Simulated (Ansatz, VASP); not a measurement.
# Ni in VASP and in Ansatz

```
Ni
1.0
     0.00000    1.73757    1.73757
     1.73757    0.00000    1.73757
     1.73757    1.73757    0.00000
Ni
1
Direct
  0.00000 0.00000 0.00000
```

Alike in both runs: task relaxation of cell and atoms; functional PBEsol; dispersion D3(BJ); k mesh 13 × 13 × 13; occupations fermi-dirac, width 0.05 eV; collinear spin.

```csv
,VASP,Ansatz
version,VASP 6.6.1,Ansatz 0.2.0
potentials or method,"VASP PAW PBE potentials, release 64 (Ni), cutoff 600 eV","all-electron LAPW, scalar-relativistic"
```

```tsv
	VASP	Ansatz	Ansatz less VASP
net moment per atom (μB)	0.62	0.63	+0.005
size of the moment on the site where the two differ most (μB)	0.62	0.65	+0.029
relaxed volume (Å³/atom)	10.08	10.08	+0.007
relaxed cell length with the largest relative difference (Å)	2.425	2.425	+0.0005
```

VASP's potentials were made for PBE, not for PBEsol. Site moments also hang on the region over which each program counts them. Ansatz ran all-electron here, and VASP with PAW potentials.
